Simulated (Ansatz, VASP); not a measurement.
**AlN in VASP and in Ansatz**

Contents of INCAR:

```
SYSTEM = AlN
ALGO     = Normal         ! electronic algorithm
EDIFF    = 1E-6           ! SCF threshold, eV
ENCUT    = 600            ! plane-wave cutoff, eV
GGA      = PE             ! functional
GGA_COMPAT= .FALSE.      
ISIF     = 2              ! what is computed and relaxed
ISMEAR   = -1             ! smearing method
IVDW     = 13             ! dispersion correction
LASPH    = .TRUE.         ! aspherical terms in the spheres
LCHARG   = .FALSE.        ! write CHGCAR
LREAL    = .FALSE.        ! projectors in reciprocal space
LWAVE    = .FALSE.        ! write WAVECAR
NBANDS   = 11             ! bands
NELM     = 120            ! most SCF steps
PREC     = Accurate       ! precision mode
SIGMA    = 0.05           ! smearing width, eV
```

The input KPOINTS:

```
k-points
0
G
  10 10 10
  0 0 0
```

File POSCAR:

```
AlN
1.0
    0.0000000000      2.1839935596      2.1839935596
    2.1839935596      0.0000000000      2.1839935596
    2.1839935596      2.1839935596      0.0000000000
Al N
1 1
Direct
    0.0000000000      0.0000000000      0.0000000000
    0.2500000000      0.2500000000      0.2500000000
```

The input input.yaml:

```yaml
crystal:
  lattice:
    - [0.0, 2.1839935596, 2.1839935596]
    - [2.1839935596, 0.0, 2.1839935596]
    - [2.1839935596, 2.1839935596, 0.0]
  atoms:
    - { symbol: Al, position: [0.0, 0.0, 0.0] }
    - { symbol: "N", position: [0.25, 0.25, 0.25] }
hamiltonian:
  xc: pbe
  pseudopotentials: { kind: paw }
  dispersion: d4
kpoints:
  mp_grid: { grid: [10, 10, 10] }
scf:
  occupations: { method: fermi_dirac, width: 0.05 }
output:
  forces: true
  stress: true
  eigenvalues: true
```

Alike in both runs: task single point; functional PBE; dispersion D4; k mesh 10 × 10 × 10; occupations fermi-dirac, width 0.05 eV; no spin polarisation.

|  | VASP | Ansatz |
| --- | --- | --- |
| version | VASP 6.6.1 | Ansatz 0.2.0 |
| potentials or method | VASP PAW PBE potentials, release 64 (Al, N) | Ansatz PAW |
| plane-wave cutoff (eV) | 600 | 420 |
| valence electrons in the cell | 8 | 8 |

```tsv
	VASP	Ansatz	Ansatz less VASP
gap on the k mesh at the Fermi level (eV)	3.32	3.33	+0.008
least direct gap on the mesh (eV)	4.20	4.19	-0.010
pressure (GPa)	-0.2	0.2	+0.40
```
